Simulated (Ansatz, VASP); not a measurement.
## One calculation of Ti3Al, two programs

INCAR

```
PREC     = Accurate       # precision mode
ENCUT    = 520            # plane-wave cutoff, eV
EDIFF    = 1E-7           # SCF threshold, eV
ISMEAR   = 0              # smearing method
SIGMA    = 0.1            # smearing width, eV
LREAL    = False          # projectors in reciprocal space
LASPH    = True           # aspherical terms in the spheres
NELM     = 150            # most SCF steps
ALGO     = Normal         # electronic algorithm
ISIF     = 2              # what is computed and relaxed
LWAVE    = False          # write WAVECAR
LCHARG   = False          # write CHGCAR
ISPIN    = 2              # spin polarisation
MAGMOM   = 0.27 0.27 1.13 0 # initial moments
LORBIT   = 11             # projections on sites
LMAXMIX  = 4              # l up to which the mixer works
GGA      = PE             # functional
NBANDS   = 32             # bands
```

Contents of KPOINTS:

```
Automatic mesh
0
Gamma
  12 12 12
```

POSCAR

```
Ti3Al
1.0
    0.0000000000      3.1979746324      3.1979746324
    3.1979746324      0.0000000000      3.1979746324
    3.1979746324      3.1979746324      0.0000000000
Ti Al
3 1
Direct
    0.7500000000      0.7500000000      0.7500000000
    0.2500000000      0.2500000000      0.2500000000
    0.0000000000      0.0000000000      0.0000000000
    0.5000000000      0.5000000000      0.5000000000
```

Input for Ansatz:

```yaml
crystal:
  lattice:
    - [0.0, 3.1979746324, 3.1979746324]
    - [3.1979746324, 0.0, 3.1979746324]
    - [3.1979746324, 3.1979746324, 0.0]
  atoms:
    - { symbol: Ti, position: [0.75, 0.75, 0.75], spin: 0.27 }
    - { symbol: Ti, position: [0.25, 0.25, 0.25], spin: 0.27 }
    - { symbol: Ti, position: [0.0, 0.0, 0.0], spin: 1.13 }
    - { symbol: Al, position: [0.5, 0.5, 0.5] }
basis:
  ecutwfc: 420
kpoints:
  mp_grid: { grid: [12, 12, 12] }
hamiltonian:
  xc: pbe
scf:
  occupations: { method: gaussian, width: 0.1 }
output:
  forces: true
  stress: true
  eigenvalues: true
  populations: true
magnetization:
  spin_polarized: true
```

Alike in both runs: task single point; functional PBE; k mesh 12 × 12 × 12; occupations gaussian, width 0.1 eV; collinear spin.

|  | VASP | Ansatz |
| --- | --- | --- |
| version | VASP 6.6.1 | Ansatz 0.2.0 |
| potentials or method | VASP PAW PBE potentials, release 64 (Ti_sv, Al), cutoff 520 eV | scalar-relativistic, plane waves, PAW |
| valence electrons in the cell | 39 | 39 |

VASP gave:

```
gap on the k mesh at the Fermi level (eV)                     : none
pressure (GPa)                                                : 3.3
net moment per atom (μB)                                      : 0.46
size of the moment on the site where the two differ most (μB) : 0.21
```

**Question.** Estimate Ansatz's values.

**Answer.** gap on the k mesh at the Fermi level (eV): none; pressure (GPa): 3.5; net moment per atom (μB): 0.46; size of the moment on the site where the two differ most (μB): 0.22.

Site moments also hang on the region over which each program counts them. A gap of «none» marks a metal or a gap that the smearing closes.
